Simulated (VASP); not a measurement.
Write the native input for VASP 6.6.1 that does the following.

```
Task                   : relaxation of cell and atoms
Functional             : PBEsol
Potentials or basis    : VASP PAW PBE potentials, release 64 (Ti_sv, Re)
Cutoff                 : 600 eV
k mesh                 : 6 × 6 × 6
Occupations            : methfessel-paxton, width 0.05 eV
Spin                   : no spin polarisation
Dipole correction      : no
Further INCAR settings : ALGO = Normal; EDIFF = 1e-06; IBRION = 2; EDIFFG = -0.03; NSW = 80; ISIF = 3
```

The structure of TiRe lies in POSCAR:

```
TiRe
1.0
    3.1200000000      0.0000000000      0.0000000000
    0.0000000000      3.1200000000      0.0000000000
    0.0000000000      0.0000000000      3.1200000000
Ti Re
1 1
Direct
    0.0000000000      0.0000000000      0.0000000000
    0.5000000000      0.5000000000      0.5000000000
```

The input as run:

INCAR

```
  PREC = Accurate
  ENCUT = 600
  EDIFF = 1E-6
  ISMEAR = 1
  SIGMA = 0.05
  LREAL = False
  LASPH = True
  NELM = 60
  ALGO = Normal
  ISIF = 3
  LWAVE = False
  LCHARG = False
  GGA = PS
  IBRION = 2
  NSW = 80
  EDIFFG = -0.03
```

KPOINTS

```
regular mesh
0
Gamma
  6 6 6
```

Potentials or basis: VASP PAW PBE potentials, release 64 (Ti_sv, Re).

The run is started by

```console
$ cat potpaw_PBE.64/Ti_sv/POTCAR potpaw_PBE.64/Re/POTCAR > POTCAR
$ mpirun -np 1 vasp_std > vasp.out
```

It gave:

- Relaxed volume: 14.64 Å³/atom
- Relaxed cell: a = 3.082 Å, b = 3.082 Å, c = 3.082 Å, α = 90.00°, β = 90.00°, γ = 90.00°
- Space group after relaxing (to 0.05 Å): Pm-3m (No. 221)
- Energy gained by relaxing: 16.0 meV/atom
- Ionic steps: 3
- Pressure after relaxing: -0.3 GPa

Caveat: the PAW data sets were made with another functional, which shifts forces and pressure a little.

Run time: 20 s on 1 thread of Intel(R) Xeon(R) 6975P-C (Granite Rapids) (shared host), peak memory 0.17 GiB.
